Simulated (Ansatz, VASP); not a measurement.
# GaSb in VASP and in Ansatz

Contents of POSCAR:

```
GaSb
1.0
    4.3941958054      0.0000000000      0.0000000000
    0.0000000000      6.2143313050      0.0000000000
    0.0000000000      0.0000000000      4.3941958054
Ga Sb
2 2
Direct
    0.0000000000      0.0000000000     -0.0000054000
    0.5000000000      0.5000000000      0.4999946000
    0.5000000000      0.2500000000     -0.0000054000
    0.0000000000      0.7500000000      0.4999946000
```

The input INCAR.step1:

```
SYSTEM = GaSb
PREC = Accurate
ENCUT = 550
ISMEAR = 0
SIGMA = 0.1
LREAL = .False.
LASPH = .True.
NELM = 120
NBANDS = 26
GGA = PE
ALGO = Normal
EDIFF = 1E-5
LWAVE = .True.
LCHARG = .False.
GGA_COMPAT = .False.
```

INCAR.step2

```
SYSTEM = GaSb
PREC = Accurate
ENCUT = 550
EDIFF = 1E-6
ISMEAR = 0
SIGMA = 0.1
LREAL = .False.
LASPH = .True.
NELM = 120
ALGO = Normal
ISIF = 2
LWAVE = .False.
LCHARG = .False.
METAGGA = R2SCAN
LMIXTAU = .True.
NBANDS = 26
ISTART = 1
GGA_COMPAT = .False.
```

Contents of KPOINTS:

```
Automatic mesh
0
Gamma
  10 8 10
  0 0 0
```

Input for Ansatz:

```yaml
crystal:
  lattice:
    - [4.3941958054, 0.0, 0.0]
    - [0.0, 6.214331305, 0.0]
    - [0.0, 0.0, 4.3941958054]
  atoms:
    - { symbol: Ga, position: [0.0, 0.0, -5.4e-06] }
    - { symbol: Sb, position: [0.5, 0.25, -5.4e-06] }
    - { symbol: Ga, position: [0.5, 0.5, 0.4999946] }
    - { symbol: Sb, position: [0.0, 0.75, 0.4999946] }
basis:
  ecutwfc: 500
kpoints:
  mp_grid: { grid: [10, 8, 10] }
  band_path:
    path:
      - [[0.0, 0.0, 0.0], [0.0, 1.0, 0.0], [0.25, 1.0, 0.0]]
      - [[0.375, 0.75, -0.375], [0.0, 0.0, 0.0], [0.5, 0.5, 0.0], [0.25, 1.0, -0.25], [0.0, 1.0, 0.0]]
    npoints: 10
hamiltonian:
  xc: r2scan
  pseudopotentials: { kind: paw, azcp: { folder: soft_1 } }
scf:
  occupations: { method: gaussian, width: 0.1 }
  n_extra_bands: 8
output:
  forces: true
  stress: true
  eigenvalues: true
  dos: { projected: false, de: 0.02, nscf_kmesh: { grid: [15, 12, 15] } }
```

Alike in both runs: task single point; functional r2SCAN; k mesh 10 × 8 × 10; occupations gaussian, width 0.1 eV; no spin polarisation.

```csv
,VASP,Ansatz
version,VASP 6.6.1,Ansatz 0.2.0
potentials or method,"VASP PAW PBE potentials, release 64 (Ga_d, Sb), cutoff 550 eV","scalar-relativistic, plane waves, PAW"
valence electrons in the cell,36,56
```

|  | VASP | Ansatz | Ansatz less VASP |
| --- | --- | --- | --- |
| gap on the k mesh at the Fermi level (eV) | 0.10 | 0.12 | +0.021 |
| least direct gap on the mesh (eV) | 0.10 | 0.12 | +0.021 |
| pressure (GPa) | -1.8 | -1.9 | -0.10 |

VASP's potentials were made for PBE, not for r2SCAN. VASP's potentials hold 36 valence electrons a cell and Ansatz's 56, so a difference there can come from the potentials and not from the codes.

Spin-orbit coupling is off throughout.
